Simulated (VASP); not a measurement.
The system is Si.

```xyz
1
Lattice="2.5670 0.0000 0.0000 -1.2835 2.2231 0.0000 0.0000 0.0000 2.4160" Properties=species:S:1:pos:R:3 pbc="T T T"
Si    0.0000    0.0000    0.0000
```

This cell differs from its parent crystal: volume scaled by 0.94.

Base run:

* Program: VASP 6.6.1
* Functional: PBE
* Potentials or basis: VASP PAW PBE potentials, release 64 (Si)
* Cutoff: 520 eV
* k mesh: 12 × 12 × 11
* Occupations: fermi-dirac, width 0.05 eV
* Spin: no spin polarisation

Its results: band gap on the k mesh zero (band 2 reaches 18.06 eV, above the bottom of band 3 at 5.62 eV); pressure 11.7 GPa.

Question: After a change of settings the same cell gave: band gap on the k mesh zero (band 2 reaches 18.06 eV, above the bottom of band 3 at 5.62 eV); pressure 7.2 GPa. Which change was it?
A. functional from PBE to PBEsol
B. functional from PBE to r2SCAN; cutoff from 520 eV to 550 eV
C. functional from PBE to LDA; potentials or basis from VASP PAW PBE potentials, release 64 (Si) to VASP PAW LDA potentials, release 64 (Si); cutoff from 520 eV to 500 eV

Answer: C.
